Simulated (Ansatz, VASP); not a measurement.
## ZnS in VASP and in Ansatz

```
CELL_PARAMETERS angstrom
3.76845 0.00000 0.00000
-1.88423 3.26358 0.00000
0.00000 0.00000 6.18235
ATOMIC_POSITIONS crystal
Zn 0.33333 0.66667 0.00038
Zn 0.66667 0.33333 0.50038
S 0.33333 0.66667 0.37462
S 0.66667 0.33333 0.87462
```

Change from the starting cell: equal strain along all axes, cell held, atoms relaxed: -1.0 %.

Alike in both runs: functional r2SCAN; k mesh 6 × 6 × 4; occupations gaussian, width 0.02 eV; no spin polarisation.

Ansatz relaxed the structure, and its values are those at the end. VASP's run is a single point on that final structure, the one shown.

|  | VASP | Ansatz |
| --- | --- | --- |
| version | VASP 6.6.1 | Ansatz 0.2.0 |
| potentials or method | VASP PAW PBE potentials, release 64 (Zn, S), cutoff 520 eV | scalar-relativistic, plane waves, PAW |
| valence electrons in the cell | 36 | 36 |

Ansatz gave:

- gap on the k mesh at the Fermi level (eV): 2.92
- least direct gap on the mesh (eV): 2.92
- pressure (GPa): 2.5
- rms of the force components (eV/Å): 0.004

**Question.** Estimate VASP's values.

**Answer.** gap on the k mesh at the Fermi level (eV): 2.93; least direct gap on the mesh (eV): 2.93; pressure (GPa): 2.6; rms of the force components (eV/Å): 0.007.

VASP's potentials were made for PBE, not for r2SCAN. Ansatz's warnings: stress scf threshold loose.
